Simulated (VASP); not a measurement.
# SiC (F-43m) in VASP: notebook, part 2 of 2

VASP 6.6.1. The steps go on from the part before.

### 4 Single point, PBE

Input file INCAR:

```
SYSTEM = SiC
PREC     = Accurate       ! precision mode
ENCUT    = 600            ! plane-wave cutoff, eV
EDIFF    = 1E-6           ! SCF threshold, eV
ISMEAR   = -1             ! smearing method
SIGMA    = 0.05           ! smearing width, eV
LREAL    = .FALSE.        ! projectors in reciprocal space
LASPH    = .TRUE.         ! aspherical terms in the spheres
NELM     = 120            ! most SCF steps
ALGO     = Normal         ! electronic algorithm
ISIF     = 2              ! what is computed and relaxed
LWAVE    = .FALSE.        ! write WAVECAR
LCHARG   = .FALSE.        ! write CHGCAR
GGA      = PE             ! functional
NBANDS   = 11             ! bands
GGA_COMPAT= .FALSE.
```

Input file KPOINTS:

```
regular mesh
0
G
  7 7 7
  0 0 0
```

Input file POSCAR:

```
SiC
1.0
    0.0000000000      2.1790000000      2.1790000000
    2.1790000000      0.0000000000      2.1790000000
    2.1790000000      2.1790000000      0.0000000000
Si C
1 1
Direct
    0.0000000000      0.0000000000      0.0000000000
    0.7500000000      0.7500000000      0.7500000000
```

The run is started by

```sh
$ cat potpaw_PBE.64/Si/POTCAR potpaw_PBE.64/C/POTCAR > POTCAR
$ mpirun -np 1 vasp_std > vasp.out
```

It took 4.4 s on 1 thread of Intel Xeon 6975P-C (Granite Rapids), shared host; peak memory 0.14 GiB.

The run converged. Its results:

```yaml
Free_energy: -15.0557 eV
Pressure: 3.1 GPa
Band_gap_on_the_k_mesh: 1.60 eV (least direct gap 4.67 eV)
```

Levels at points of the mesh, in eV from the valence-band top:
```csv
k point,band 1,band 2,band 3,band 4,band 5,band 6,band 7,band 8
"(0.00, 0.00, 0.00)",-15.40,0.00,0.00,0.00,6.23,7.31,7.31,7.31
```

Caveat: the cell stands under pressure; an odd mesh through Γ misses points on the zone boundary, where band edges can lie.

### 5 Single point, PBE

Input file INCAR:

```
SYSTEM = SiC
  ALGO = Normal
  EDIFF = 1E-6
  ENCUT = 600
  GGA = PE
  GGA_COMPAT = .FALSE.
  ISIF = 2
  ISMEAR = -1
  LASPH = .TRUE.
  LCHARG = .FALSE.
  LREAL = .FALSE.
  LWAVE = .FALSE.
  NBANDS = 11
  NELM = 120
  PREC = Accurate
  SIGMA = 0.05
```

Input file KPOINTS:

```
k-points
0
G
  9 9 9
  0 0 0
```

POSCAR is that of step 4.

Potentials or basis: VASP PAW PBE potentials, release 64 (Si, C).

The run is started by

```sh
$ cat potpaw_PBE.64/Si/POTCAR potpaw_PBE.64/C/POTCAR > POTCAR
$ mpirun -np 1 vasp_std > vasp.out
```

OUTCAR:

```text
SYSTEM = SiC
   EDIFF = 1E-6
   ENCUT = 600
   GGA = PE
   ISIF = 2
   ISMEAR = -1
   LASPH = .TRUE.
   LREAL = .FALSE.
   NELM = 120
   PREC = Accurate

 ion  position               nearest neighbor table
   1  0.000  0.000  0.000-   2 1.89   2 1.89   2 1.89   2 1.89
   2  0.750  0.750  0.750-   1 1.89   1 1.89   1 1.89   1 1.89

  LATTYP: Found a face centered cubic cell.
 ALAT       =     4.3580000000

  Lattice vectors:

 A1 = (   0.0000000000,   2.1790000000,   2.1790000000)
 A2 = (   2.1790000000,   0.0000000000,   2.1790000000)
 A3 = (   2.1790000000,   2.1790000000,   0.0000000000)

Analysis of symmetry for initial positions (statically):
=====================================================================
 Subroutine PRICEL returns:
 Original cell was already a primitive cell.

 Routine SETGRP: Setting up the symmetry group for a
 face centered cubic supercell.

 Subroutine GETGRP returns: Found 24 space group operations
 (whereof 24 operations were pure point group operations)
 out of a pool of 48 trial point group operations.

The static configuration has the point symmetry T_d .

Analysis of symmetry for dynamics (positions and initial velocities):
=====================================================================
 Subroutine PRICEL returns:
 Original cell was already a primitive cell.

 Routine SETGRP: Setting up the symmetry group for a
 face centered cubic supercell.

 Subroutine GETGRP returns: Found 24 space group operations
 (whereof 24 operations were pure point group operations)
 out of a pool of 48 trial point group operations.

The dynamic configuration has the point symmetry T_d .

 Subroutine INISYM returns: Found 24 space group operations
 (whereof 24 operations are pure point group operations),
 and found     1 'primitive' translations

----------------------------------------------------------------------------------------

                                     Primitive cell

  volume of cell :      20.6920

  direct lattice vectors                    reciprocal lattice vectors
     0.000000000  2.179000000  2.179000000    -0.229463056  0.229463056  0.229463056
     2.179000000  0.000000000  2.179000000     0.229463056 -0.229463056  0.229463056
     2.179000000  2.179000000  0.000000000     0.229463056  0.229463056 -0.229463056

  length of vectors
     3.081571352  3.081571352  3.081571352     0.397441672  0.397441672  0.397441672

  position of ions in fractional coordinates (direct lattice)
     0.000000000  0.000000000  0.000000000
     0.750000000  0.750000000  0.750000000

  ion indices of the primitive-cell ions
   primitive index   ion index
                 1           1
                 2           2

----------------------------------------------------------------------------------------

 KPOINTS: k-points

Automatic generation of k-mesh.
 Grid dimensions read from file:
 generate k-points for:    9    9    9

 Generating k-lattice:

  Cartesian coordinates                     Fractional coordinates (reciprocal lattice)
    -0.025495895  0.025495895  0.025495895     0.111111111  0.000000000  0.000000000
     0.025495895 -0.025495895  0.025495895     0.000000000  0.111111111  0.000000000
     0.025495895  0.025495895 -0.025495895     0.000000000  0.000000000  0.111111111

  Length of vectors
     0.044160186  0.044160186  0.044160186

  Shift w.r.t. Gamma in fractional coordinates (k-lattice)
     0.000000000  0.000000000  0.000000000

 Subroutine IBZKPT returns following result:
 ===========================================

 Found     35 irreducible k-points:

 Following reciprocal coordinates:
            Coordinates               Weight
  0.000000  0.000000  0.000000      1.000000
  0.111111  0.000000  0.000000      8.000000
  0.222222  0.000000  0.000000      8.000000
  0.333333  0.000000  0.000000      8.000000
  0.444444  0.000000  0.000000      8.000000
  0.111111  0.111111  0.000000      6.000000
[... 16 lines left out ...]
 -0.333333  0.333333  0.000000     12.000000
  0.444444  0.444444  0.000000      6.000000
 [... further k-points ...]
   k-points           NKPTS =     35   k-points in BZ     NKDIM =     35   number of bands    NBANDS=     11
   number of dos      NEDOS =    301   number of ions     NIONS =      2
   total plane-waves  NPLWV =  21952
   dimension x,y,z NGX =    28 NGY =   28 NGZ =   28
   dimension x,y,z NGXF=    56 NGYF=   56 NGZF=   56
   ions per type =               1   1
   NGX,Y,Z   is equivalent  to a cutoff of  15.11, 15.11, 15.11 a.u.
   NGXF,Y,Z  is equivalent  to a cutoff of  30.21, 30.21, 30.21 a.u.
 SYSTEM =  SiC
   PREC   = accura    normal or accurate (medium, high low for compatibility)
   ISTART =      0    job   : 0-new  1-cont  2-samecut
   ICHARG =      2    charge: 1-file 2-atom 10-const
   ISPIN  =      1    spin polarized calculation?
   LNONCOLLINEAR =      F non collinear calculations
   LSORBIT =      F    spin-orbit coupling
   LASPH  =      T    aspherical Exc in radial PAW
   ENCUT  =  600.0 eV  44.10 Ry    6.64 a.u.   6.15  6.15  6.15*2*pi/ulx,y,z
   NELM   =    120;   NELMIN=  2; NELMDL= -5     # of ELM steps
   EDIFF  = 0.1E-05   stopping-criterion for ELM
   LREAL  =      F    real-space projection
   EDIFFG = 0.1E-04   stopping-criterion for IOM
   NSW    =      0    number of steps for IOM
   IBRION =     -1    ionic relax: 0-MD 1-quasi-New 2-CG
   NFREE  =      0    steps in history (QN), initial steepest desc. (CG)
   ISIF   =      2    stress and relaxation
   ISYM   =      2    0-nonsym 1-usesym 2-fastsym
   POTIM  = 0.5000    time-step for ionic-motion
   TEBEG  =    0.0;   TEEND  =   0.0 temperature during run
   PSTRESS=    0.0 pullay stress
   NELECT =       8.0000    total number of electrons
   NUPDOWN=      -1.0000    fix difference up-down
   EMIN   =  10.00;   EMAX   =-10.00  energy-range for DOS
   EFERMI =   0.00;   METHOD = LEGACY
   ISMEAR =    -1;   SIGMA  =   0.05  broadening in eV -4-tet -1-fermi 0-gaus
   EFERMI_NEDOS =   21; number of points for ismear=-14 and -15
   IALGO  =     38    algorithm
   IMIX   =      4    mixing-type and parameters
     AMIX     =   0.40;   BMIX     =  1.00
     AMIX_MAG =   1.60;   BMIX_MAG =  1.00
  volume/ion in A,a.u.               =      10.35        69.82
  Fermi-wavevector in a.u.,A,eV,Ry     =   1.192626  2.253736 19.352338  1.422357
  Thomas-Fermi vector in A             =   2.328660
   LORBIT       =      0    0 simple, 1 ext, 2 COOP (PROOUT), +10 PAW based schemes
   GGA     = PE    functional components
   LHFCALC =     F    Hartree Fock is set to
   AEXX    =    0.0000 exact exchange contribution
   IVDW    =     0    specifies the selected vdW correction
   LEPSILON=     F    determine dielectric tensor
   LRPA    =     F    only Hartree local field effects (RPA)
 non-spin polarized calculation
  energy-cutoff  :      600.00
  volume of cell :       20.69
 maximum number of plane-waves:       702
 NGX is ok and might be reduce to    28
   NGX = 13   NGY = 13   NGZ = 13

 number of electron       8.0000000 magnetization

 Free energy of the ion-electron system (eV)
  ---------------------------------------------------
  ext. energy  EPLUGINS =         0.00000000
  ---------------------------------------------------
  free energy    TOTEN  =       -15.05885991 eV

  energy without entropy =      -15.05885990  energy(sigma->0) =      -15.05885991

 E-fermi :   8.8529     XC(G=0): -11.3561

 val. band max:        8.1065581156   @ k =   0.0000   0.0000   0.0000
 cond. band min:       9.6090883081   @ k =   0.4444   0.4444   0.0000
 fundamental gap:      1.5025301925
 Fermi energy:         8.8528917725

 k-point     1 :       0.0000    0.0000    0.0000
  band No.  band energies     occupation
      1      -7.2967      2.00000
      2       8.1066      2.00000
      3       8.1066      2.00000
      4       8.1066      2.00000
      5      14.3399      0.00000
      6      15.4144      0.00000
      7      15.4144      0.00000
      8      15.4144      0.00000
      9      22.6137      0.00000
     10      22.6137      0.00000
     11      24.5873      0.00000
[... 309 lines left out ...]
 k-point    24 :       0.4444    0.4444    0.0000
  band No.  band energies     occupation
      1      -2.7422      2.00000
      2       0.8348      2.00000
      3       4.9875      2.00000
      4       4.9875      2.00000
      5       9.6091      0.00000
      6      12.5264      0.00000
      7      21.8762      0.00000
      8      21.8762      0.00000
      9      22.6642      0.00000
     10      27.7598      0.00000
     11      30.5261      0.00000

 [... further k-points ...]

------------------------ aborting loop because EDIFF is reached ----------------------------------------

  FORCE on cell =-STRESS in cart. coord.  units (eV):
  Direction    XX          YY          ZZ          XY          YZ          ZX
  --------------------------------------------------------------------------------------
  -------------------------------------------------------------------------------------
  Total        0.3972265      0.3972265      0.3972265      0.0000000      0.0000000      0.0000000
  in kB       30.7572192     30.7572192     30.7572192      0.0000000      0.0000000      0.0000000
  external PRESSURE =      30.7572192 kB  Pullay stress =       0.0000000 kB

 VOLUME and BASIS-vectors are now :
 -----------------------------------------------------------------------------
  energy-cutoff  :      600.00
  volume of cell :       20.69
      direct lattice vectors                 reciprocal lattice vectors
     0.000000000  2.179000000  2.179000000    -0.229463056  0.229463056  0.229463056
     2.179000000  0.000000000  2.179000000     0.229463056 -0.229463056  0.229463056
     2.179000000  2.179000000  0.000000000     0.229463056  0.229463056 -0.229463056

 POSITION                                       TOTAL-FORCE (eV/Angst)
 -----------------------------------------------------------------------------------
      0.00000      0.00000      0.00000        -0.000000     -0.000000     -0.000000
      3.26850      3.26850      3.26850         0.000000      0.000000      0.000000
 -----------------------------------------------------------------------------------
    total drift:                                0.000000      0.000000      0.000000

  FREE ENERGIE OF THE ION-ELECTRON SYSTEM (eV)
  ---------------------------------------------------
  free  energy   TOTEN  =       -15.0588599100 eV

  energy  without entropy=      -15.0588599026  energy(sigma->0) =      -15.05885991
```

OSZICAR:

```text
N       E                     dE             d eps       ncg     rms          rms(c)
DAV:   1     0.608688133047E+01    0.60869E+01   -0.43620E+03   786   0.695E+02
DAV:   2    -0.162041774981E+02   -0.22291E+02   -0.21333E+02   977   0.114E+02
DAV:   3    -0.169105937725E+02   -0.70642E+00   -0.70532E+00   955   0.175E+01
DAV:   4    -0.169133119067E+02   -0.27181E-02   -0.27180E-02   877   0.139E+00
DAV:   5    -0.169133240585E+02   -0.12152E-04   -0.12152E-04   944   0.875E-02    0.880E+00
DAV:   6    -0.151159841661E+02    0.17973E+01   -0.64822E+00   851   0.114E+01    0.389E+00
DAV:   7    -0.150664147121E+02    0.49569E-01   -0.38586E-01   923   0.355E+00    0.177E+00
DAV:   8    -0.150586367661E+02    0.77779E-02   -0.20293E-02   875   0.953E-01    0.170E-01
DAV:   9    -0.150587469345E+02   -0.11017E-03   -0.16182E-03   958   0.230E-01    0.112E-01
DAV:  10    -0.150588574441E+02   -0.11051E-03   -0.23870E-04   872   0.939E-02    0.259E-02
DAV:  11    -0.150588595083E+02   -0.20642E-05   -0.42825E-05   923   0.338E-02    0.688E-03
DAV:  12    -0.150588599100E+02   -0.40166E-06   -0.19710E-06   744   0.849E-03
   1 F= -.15058860E+02 E0= -.15058860E+02  d E =-.737207E-08
```

stdout:

```text
POSCAR found type information on POSCAR SiC
 POSCAR found :  2 types and       2 ions
 scaLAPACK will be used
 LDA part: xc-table for (Slater+PW92), standard interpolation
 POSCAR, INCAR and KPOINTS ok, starting setup
 FFT: planning ... GRIDC
 FFT: planning ... GRID_SOFT
 FFT: planning ... GRID
 WAVECAR not read
 entering main loop
```

It took 6.2 s on 1 thread of Intel Xeon 6975P-C (Granite Rapids), shared host; peak memory 0.15 GiB.

Results:

```
Free energy            : -15.0589 eV
Pressure               : 3.1 GPa
Band gap on the k mesh : 1.50 eV (least direct gap 4.62 eV)
```

Caveat: the cell stands under pressure; an odd mesh through Γ misses points on the zone boundary, where band edges can lie.

### 6 Overview

```tsv
k mesh	gap on the mesh (eV)	pressure (GPa)
3 × 3 × 3	2.50	4.7
5 × 5 × 5	1.81	3.2
7 × 7 × 7	1.60	3.1
9 × 9 × 9	1.50	3.1
```

Alike in all rows: task single point; level PBE; potentials or basis VASP PAW PBE potentials, release 64 (Si, C); no spin polarisation; cell as given; cutoff (eV) 600; smearing fermi-dirac 0.05 eV.

Caveats: some runs use coarse meshes; an odd mesh through Γ misses points on the zone boundary, where band edges can lie; the cell stands under pressure (at least some runs).

Absolute energies hang on the potentials; compare differences alone.
